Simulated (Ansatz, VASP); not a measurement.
**La2Zr2O in VASP and in Ansatz**

```
CELL_PARAMETERS angstrom
3.55764 0.00000 0.00000
-1.77882 3.08101 0.00000
0.00000 0.00000 11.99834
ATOMIC_POSITIONS crystal
La 0.00000 0.00000 0.72362
La 0.00000 0.00000 0.27638
Zr 0.66667 0.33333 0.50000
Zr 0.33333 0.66667 0.00000
O 0.66667 0.33333 0.00000
```

Change from the starting cell: species swapped into the Sr2ZnAs2 type (P-6m2, No. 187).

Alike in both runs: functional PBE; k mesh 12 × 12 × 4; occupations gaussian, width 0.1 eV; no spin polarisation.

Ansatz relaxed the structure, and its values are those at the end. VASP's run is a single point on that final structure, the one shown.

|  | VASP | Ansatz |
| --- | --- | --- |
| version | VASP 6.6.1 | Ansatz 0.2.0 |
| potentials or method | VASP PAW PBE potentials, release 64 (La, Zr_sv, O), cutoff 520 eV | scalar-relativistic, plane waves, PAW |
| valence electrons in the cell | 52 | 52 |

```tsv
	VASP	Ansatz	Ansatz less VASP
gap on the k mesh at the Fermi level (eV)	none	none	-
pressure (GPa)	0.1	0.0	-0.09
```

A gap of «none» marks a metal or a gap that the smearing closes.

Spin-orbit coupling is off throughout.
